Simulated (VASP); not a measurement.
# SrO (Fm-3m) in VASP: further runs

SrO is run at these levels: HSE06; tasks: single point.

Program: VASP 6.6.1. These are calculated values, not measurements. Logs are shortened: lines on timing, memory, paths and dates and some standing lists are left out, and cuts for length are marked.

**1. The cell of the first run**

It takes space group Fm-3m (No. 225, cubic). Conventional cell: a = 4.904 Å, b = 4.904 Å, c = 4.904 Å, α = 90.00°, β = 90.00°, γ = 90.00°. Sr (site symmetry m-3m) has 6 O at 2.45 Å within 3.2 Å. O (site symmetry m-3m) has 6 Sr at 2.45 Å within 3.2 Å.

**2. Single point, HSE06 (strain -5.0%)**

POSCAR

```
SrO
1.0
    0.0000000000      2.4521880273      2.4521880273
    2.4521880273      0.0000000000      2.4521880273
    2.4521880273      2.4521880273      0.0000000000
Sr O
1 1
Direct
    0.5000000000      0.5000000000      0.5000000000
    0.0000000000      0.0000000000      0.0000000000
```

INCAR.step1

```
PREC = Accurate ; ENCUT = 520
EDIFF = 1E-5 ; ISMEAR = 0
SIGMA = 0.01 ; LREAL = F
LASPH = T ; NELM = 60
ALGO = Normal ; ISIF = 2
LWAVE = T ; LCHARG = F
GGA = PE ; NBANDS = 15
```

INCAR.step2

```
PREC = Accurate ; ENCUT = 520
EDIFF = 1E-7 ; ISMEAR = 0
SIGMA = 0.01 ; LREAL = F
LASPH = T ; NELM = 60
ALGO = Normal ; ISIF = 2
LWAVE = F ; LCHARG = F
GGA = PE ; LHFCALC = T
HFSCREEN = 0.2079 ; PRECFOCK = Normal
ISTART = 1 ; NBANDS = 15
```

KPOINTS

```
Automatic mesh
0
Gamma
  6 6 6
```

Potentials or basis: VASP PAW PBE potentials, release 64 (Sr_sv, O).

Command:

```console
$ cat potpaw_PBE.64/Sr_sv/POTCAR potpaw_PBE.64/O/POTCAR > POTCAR
$ cp INCAR.step1 INCAR
$ mpirun -np 1 vasp_std > vasp.out
$ cp INCAR.step2 INCAR
$ mpirun -np 1 vasp_std > vasp.out
```

OUTCAR:

```text
PREC = Accurate
   ENCUT = 520
   EDIFF = 1E-7
   ISMEAR = 0
   LREAL = F
   LASPH = T
   NELM = 60
   ISIF = 2
   GGA = PE
   LHFCALC = T
   HFSCREEN = 0.2079
   PRECFOCK = Normal
   ISTART = 1

 ion  position               nearest neighbor table
   1  0.500  0.500  0.500-   2 2.45   2 2.45   2 2.45   2 2.45   2 2.45   2 2.45
   2  0.000  0.000  0.000-   1 2.45   1 2.45   1 2.45   1 2.45   1 2.45   1 2.45

  LATTYP: Found a face centered cubic cell.
 ALAT       =     4.9043760546

  Lattice vectors:

 A1 = (   0.0000000000,   2.4521880273,   2.4521880273)
 A2 = (   2.4521880273,   0.0000000000,   2.4521880273)
 A3 = (   2.4521880273,   2.4521880273,   0.0000000000)

Analysis of symmetry for initial positions (statically):
=====================================================================
 Subroutine PRICEL returns:
 Original cell was already a primitive cell.

 Routine SETGRP: Setting up the symmetry group for a
 face centered cubic supercell.

 Subroutine GETGRP returns: Found 48 space group operations
 (whereof 48 operations were pure point group operations)
 out of a pool of 48 trial point group operations.

The static configuration has the point symmetry O_h .

Analysis of symmetry for dynamics (positions and initial velocities):
=====================================================================
 Subroutine PRICEL returns:
 Original cell was already a primitive cell.

 Routine SETGRP: Setting up the symmetry group for a
 face centered cubic supercell.

 Subroutine GETGRP returns: Found 48 space group operations
 (whereof 48 operations were pure point group operations)
 out of a pool of 48 trial point group operations.

The dynamic configuration has the point symmetry O_h .

 Subroutine INISYM returns: Found 48 space group operations
 (whereof 48 operations are pure point group operations),
 and found     1 'primitive' translations

----------------------------------------------------------------------------------------

                                     Primitive cell

  volume of cell :      29.4911

  direct lattice vectors                    reciprocal lattice vectors
     0.000000000  2.452188027  2.452188027    -0.203899536  0.203899536  0.203899536
     2.452188027  0.000000000  2.452188027     0.203899536 -0.203899536  0.203899536
     2.452188027  2.452188027  0.000000000     0.203899536  0.203899536 -0.203899536

  length of vectors
     3.467917566  3.467917566  3.467917566     0.353164355  0.353164355  0.353164355

  position of ions in fractional coordinates (direct lattice)
     0.500000000  0.500000000  0.500000000
     0.000000000  0.000000000  0.000000000

  ion indices of the primitive-cell ions
   primitive index   ion index
                 1           1
                 2           2

----------------------------------------------------------------------------------------

 KPOINTS: Automatic mesh

Automatic generation of k-mesh.
 Grid dimensions read from file:
 generate k-points for:    6    6    6

 Generating k-lattice:

  Cartesian coordinates                     Fractional coordinates (reciprocal lattice)
    -0.033983256  0.033983256  0.033983256     0.166666667  0.000000000  0.000000000
     0.033983256 -0.033983256  0.033983256     0.000000000  0.166666667  0.000000000
     0.033983256  0.033983256 -0.033983256     0.000000000  0.000000000  0.166666667

  Length of vectors
     0.058860726  0.058860726  0.058860726

  Shift w.r.t. Gamma in fractional coordinates (k-lattice)
     0.000000000  0.000000000  0.000000000

 Subroutine IBZKPT returns following result:
 ===========================================

 Found     16 irreducible k-points:

 Following reciprocal coordinates:
            Coordinates               Weight
  0.000000  0.000000  0.000000      1.000000
  0.166667  0.000000  0.000000      8.000000
  0.333333  0.000000  0.000000      8.000000
  0.500000  0.000000  0.000000      4.000000
  0.166667  0.166667  0.000000      6.000000
  0.333333  0.166667  0.000000     24.000000
[... 8 lines left out ...]
 -0.333333  0.333333  0.166667     24.000000
 -0.333333  0.500000  0.166667     12.000000
   k-points           NKPTS =     16   k-points in BZ     NKDIM =    216   number of bands    NBANDS=     15
   number of dos      NEDOS =    301   number of ions     NIONS =      2
   total plane-waves  NPLWV =  21952
   dimension x,y,z NGX =    28 NGY =   28 NGZ =   28
   dimension x,y,z NGXF=    56 NGYF=   56 NGZF=   56
   ions per type =               1   1
   NGX,Y,Z   is equivalent  to a cutoff of  13.42, 13.42, 13.42 a.u.
   NGXF,Y,Z  is equivalent  to a cutoff of  26.85, 26.85, 26.85 a.u.
 SYSTEM =  unknown system
   PREC   = accura    normal or accurate (medium, high low for compatibility)
   ISTART =      1    job   : 0-new  1-cont  2-samecut
   ICHARG =      0    charge: 1-file 2-atom 10-const
   ISPIN  =      1    spin polarized calculation?
   LNONCOLLINEAR =      F non collinear calculations
   LSORBIT =      F    spin-orbit coupling
   LASPH  =      T    aspherical Exc in radial PAW
   ENCUT  =  520.0 eV  38.22 Ry    6.18 a.u.   6.45  6.45  6.45*2*pi/ulx,y,z
   NELM   =     60;   NELMIN=  2; NELMDL=  0     # of ELM steps
   EDIFF  = 0.1E-06   stopping-criterion for ELM
   LREAL  =      F    real-space projection
   EDIFFG = 0.1E-05   stopping-criterion for IOM
   NSW    =      0    number of steps for IOM
   IBRION =     -1    ionic relax: 0-MD 1-quasi-New 2-CG
   NFREE  =      0    steps in history (QN), initial steepest desc. (CG)
   ISIF   =      2    stress and relaxation
   ISYM   =      3    0-nonsym 1-usesym 2-fastsym
   POTIM  = 0.5000    time-step for ionic-motion
   TEBEG  =    0.0;   TEEND  =   0.0 temperature during run
   PSTRESS=    0.0 pullay stress
   NELECT =      16.0000    total number of electrons
   NUPDOWN=      -1.0000    fix difference up-down
   EMIN   =  10.00;   EMAX   =-10.00  energy-range for DOS
   EFERMI =   0.00;   METHOD = LEGACY
   ISMEAR =     0;   SIGMA  =   0.01  broadening in eV -4-tet -1-fermi 0-gaus
   EFERMI_NEDOS =   21; number of points for ismear=-14 and -15
   IALGO  =     38    algorithm
   IMIX   =      1    mixing-type and parameters
     AMIX     =   0.40;   BMIX     =  1.00
     AMIX_MAG =   1.60;   BMIX_MAG =  1.00
  volume/ion in A,a.u.               =      14.75        99.51
  Fermi-wavevector in a.u.,A,eV,Ry     =   1.335215  2.523190 24.256438  1.782798
  Thomas-Fermi vector in A             =   2.463936
   LORBIT       =      0    0 simple, 1 ext, 2 COOP (PROOUT), +10 PAW based schemes
   GGA     = PE    functional components
   LHFCALC =     T    Hartree Fock is set to
   PRECFOCK=normal    Normal, Fast or Accurate (Low or Medium for compatibility)
   ENCUT4O =  -1.0   cutoff for four orbital integrals eV
   NKREDX  =     1    reduce k-point grid by
   NKREDY  =     1    reduce k-point grid by
   NKREDZ  =     1    reduce k-point grid by
   AEXX    =    0.2500 exact exchange contribution
   HFSCREEN=    0.2079 screening length (either q_TF or 0.3 A-1)
   HFSCREENC=   0.2079 screening length for correlation (either q_TF or 0.3 A-1)
   ENCUTFOCK=  -1.0 apply spherical cutoff to Coloumb kernel
   IVDW    =     0    specifies the selected vdW correction
   LEPSILON=     F    determine dielectric tensor
   LRPA    =     F    only Hartree local field effects (RPA)
 non-spin polarized calculation
 Gauss-broadening in eV      SIGMA  =   0.01
  energy-cutoff  :      520.00
  volume of cell :       29.49
 maximum number of plane-waves:       821
 NGX is ok and might be reduce to    28
  NGX = 20; NGY = 20; NGZ = 20

 number of electron      16.0000004 magnetization

 Free energy of the ion-electron system (eV)
  ---------------------------------------------------
  ext. energy  EPLUGINS =         0.00000000
  ---------------------------------------------------
  free energy    TOTEN  =       -13.90979381 eV

  energy without entropy =      -13.90979381  energy(sigma->0) =      -13.90979381

 E-fermi :   1.3966     XC(G=0):  -8.8097

 val. band max:        1.3272047655   @ k =   0.5000   0.5000   0.0000
 cond. band min:       5.9305584543   @ k =   0.5000   0.5000   0.0000
 fundamental gap:      4.6033536888
 Fermi energy:         1.3966227333

 k-point     1 :       0.0000    0.0000    0.0000
  band No.  band energies     occupation
      1     -32.5765      2.00000
      2     -15.4474      2.00000
      3     -12.7180      2.00000
      4     -12.7180      2.00000
      5     -12.7180      2.00000
      6       1.2872      2.00000
      7       1.2872      2.00000
      8       1.2872      2.00000
      9       7.9569      0.00000
     10       9.4916      0.00000
     11       9.4916      0.00000
     12       9.4916      0.00000
     13      12.0798      0.00000
     14      12.0798      0.00000
     15      16.3457      0.00000

 k-point     2 :       0.1667    0.0000    0.0000
  band No.  band energies     occupation
      1     -32.5089      2.00000
      2     -15.9830      2.00000
      3     -12.7440      2.00000
      4     -12.7440      2.00000
      5     -12.3233      2.00000
      6       0.4878      2.00000
      7       0.8427      2.00000
      8       0.8427      2.00000
      9       9.2100      0.00000
     10       9.2852      0.00000
     11      10.1537      0.00000
     12      10.1537      0.00000
     13      13.0200      0.00000
     14      13.0200      0.00000
     15      18.3686      0.00000

 k-point     3 :       0.3333    0.0000    0.0000
  band No.  band energies     occupation
      1     -32.3699      2.00000
      2     -16.8118      2.00000
      3     -12.7943      2.00000
      4     -12.7943      2.00000
      5     -11.7789      2.00000
      6      -0.7542      2.00000
      7       0.0840      2.00000
      8       0.0840      2.00000
      9       9.6339      0.00000
     10      11.5509      0.00000
     11      11.8013      0.00000
     12      11.8013      0.00000
     13      15.0940      0.00000
     14      15.0940      0.00000
     15      20.9171      0.00000

 k-point     4 :       0.5000    0.0000    0.0000
  band No.  band energies     occupation
      1     -32.2983      2.00000
      2     -17.1658      2.00000
      3     -12.8187      2.00000
      4     -12.8187      2.00000
      5     -11.5673      2.00000
      6      -1.2806      2.00000
      7      -0.2488      2.00000
      8      -0.2488      2.00000
      9      10.2328      0.00000
     10      12.5535      0.00000
     11      12.9064      0.00000
     12      12.9064      0.00000
     13      16.7948      0.00000
     14      16.7948      0.00000
     15      20.1780      0.00000
[... 163 lines left out ...]
 k-point    14 :       0.5000    0.3333    0.1667
  band No.  band energies     occupation
      1     -32.2838      2.00000
      2     -16.5193      2.00000
      3     -13.4134      2.00000
      4     -13.1549      2.00000
      5     -12.2339      2.00000
      6      -0.2285      2.00000
      7       0.2401      2.00000
      8       1.0186      2.00000
      9       8.1291      0.00000
     10      11.2391      0.00000
     11      12.9923      0.00000
     12      13.5231      0.00000
     13      15.3548      0.00000
     14      16.9134      0.00000
     15      19.3961      0.00000

 k-point    15 :      -0.3333    0.3333    0.1667
  band No.  band energies     occupation
      1     -32.2381      2.00000
      2     -16.5188      2.00000
      3     -13.6008      2.00000
      4     -13.4127      2.00000
      5     -12.1543      2.00000
      6      -0.3364      2.00000
      7       0.6197      2.00000
      8       0.7227      2.00000
      9       9.6389      0.00000
     10       9.7695      0.00000
     11      13.3650      0.00000
     12      14.3927      0.00000
     13      16.1820      0.00000
     14      18.1247      0.00000
     15      18.6679      0.00000

 k-point    16 :      -0.3333    0.5000    0.1667
  band No.  band energies     occupation
      1     -32.2190      2.00000
      2     -16.0612      2.00000
      3     -14.0712      2.00000
      4     -13.5855      2.00000
      5     -12.4709      2.00000
      6       0.1928      2.00000
      7       1.0643      2.00000
      8       1.0983      2.00000
      9       7.6373      0.00000
     10      11.3280      0.00000
     11      12.7668      0.00000
     12      15.5519      0.00000
     13      15.6479      0.00000
     14      18.1280      0.00000
     15      18.4943      0.00000

------------------------ aborting loop because EDIFF is reached ----------------------------------------

  FORCE on cell =-STRESS in cart. coord.  units (eV):
  Direction    XX          YY          ZZ          XY          YZ          ZX
  --------------------------------------------------------------------------------------
  -------------------------------------------------------------------------------------
  Total        3.7299702      3.7299702      3.7299702      0.0000000      0.0000000     -0.0000000
  in kB      202.6397522    202.6397522    202.6397522      0.0000000      0.0000000     -0.0000000
  external PRESSURE =     202.6397522 kB  Pullay stress =       0.0000000 kB

 VOLUME and BASIS-vectors are now :
 -----------------------------------------------------------------------------
  energy-cutoff  :      520.00
  volume of cell :       29.49
      direct lattice vectors                 reciprocal lattice vectors
     0.000000000  2.452188027  2.452188027    -0.203899536  0.203899536  0.203899536
     2.452188027  0.000000000  2.452188027     0.203899536 -0.203899536  0.203899536
     2.452188027  2.452188027  0.000000000     0.203899536  0.203899536 -0.203899536

 POSITION                                       TOTAL-FORCE (eV/Angst)
 -----------------------------------------------------------------------------------
      2.45219      2.45219      2.45219        -0.000000     -0.000000      0.000000
      0.00000      0.00000      0.00000         0.000000      0.000000     -0.000000
 -----------------------------------------------------------------------------------
    total drift:                               -0.000000     -0.000000     -0.000000

  FREE ENERGIE OF THE ION-ELECTRON SYSTEM (eV)
  ---------------------------------------------------
  free  energy   TOTEN  =       -13.9097938117 eV

  energy  without entropy=      -13.9097938117  energy(sigma->0) =      -13.90979381
```

It took 56 min on 1 thread of Intel Xeon 8259CL, shared host; peak memory 0.27 GiB.

Results:

```
Free energy            : -13.9098 eV
Pressure               : 20.3 GPa
Band gap on the k mesh : 4.60 eV
```

Caveat: the cell differs from its parent crystal (strain -5.0%); the cell stands under pressure; the PAW data sets were made with another functional, which shifts forces and pressure a little. A k mesh can miss the band edges.

**3. Single point, HSE06**

This run uses another cell than the first one, of 17.17 Å³/atom.

POSCAR

```
SrO
1.0
    0.0000000000      2.5798927168      2.5798927168
    2.5798927168      0.0000000000      2.5798927168
    2.5798927168      2.5798927168      0.0000000000
Sr O
1 1
Direct
    0.5000000000      0.5000000000      0.5000000000
    0.0000000000      0.0000000000      0.0000000000
```

INCAR.step1

```
SYSTEM = SrO
PREC = Accurate
ENCUT = 520
EDIFF = 1E-5
ISMEAR = 0
SIGMA = 0.01
LREAL = .False.
LASPH = .True.
NELM = 80
ALGO = Normal
ISIF = 2
LWAVE = .True.
LCHARG = .False.
NBANDS = 15
GGA = PE
```

INCAR.step2

```
SYSTEM = SrO
PREC = Accurate
ENCUT = 520
EDIFF = 1E-7
ISMEAR = 0
SIGMA = 0.01
LREAL = .False.
LASPH = .True.
NELM = 80
ALGO = Normal
ISIF = 2
LWAVE = .False.
LCHARG = .False.
GGA = PE
LHFCALC = .True.
HFSCREEN = 0.2079
PRECFOCK = Normal
NBANDS = 15
ISTART = 1
```

KPOINTS

```
Automatic mesh
0
Gamma
  6 6 6
  0 0 0
```

Potentials or basis: VASP PAW PBE potentials, release 64 (Sr_sv, O).

Command:

```console
$ cat potpaw_PBE.64/Sr_sv/POTCAR potpaw_PBE.64/O/POTCAR > POTCAR
$ cp INCAR.step1 INCAR
$ mpirun -np 1 vasp_std > vasp.out
$ cp INCAR.step2 INCAR
$ mpirun -np 1 vasp_std > vasp.out
```

It took 18 min on 1 thread of Intel Xeon 6975P-C (Granite Rapids), shared host; peak memory 0.28 GiB.

The run converged. Its results:

```
Free energy            : -14.1836 eV
Pressure               : 0.2 GPa
Band gap on the k mesh : 4.74 eV (least direct gap 4.85 eV)
```

Levels at points of the mesh, in eV from the valence-band top:
```
           k point  band 5  band 6  band 7  band 8  band 9  band 10  band 11  band 12
(0.00, 0.00, 0.00)  -14.73    0.00    0.00    0.00    5.39     7.85     7.85     7.85
(0.50, 0.00, 0.00)  -13.74   -2.24   -1.18   -1.18    8.20     9.90    10.65    10.65
(0.50, 0.50, 0.00)  -15.10   -0.50   -0.11   -0.11    4.74     9.48    11.97    12.06
```

Caveat: the PAW data sets were made with another functional, which shifts forces and pressure a little.
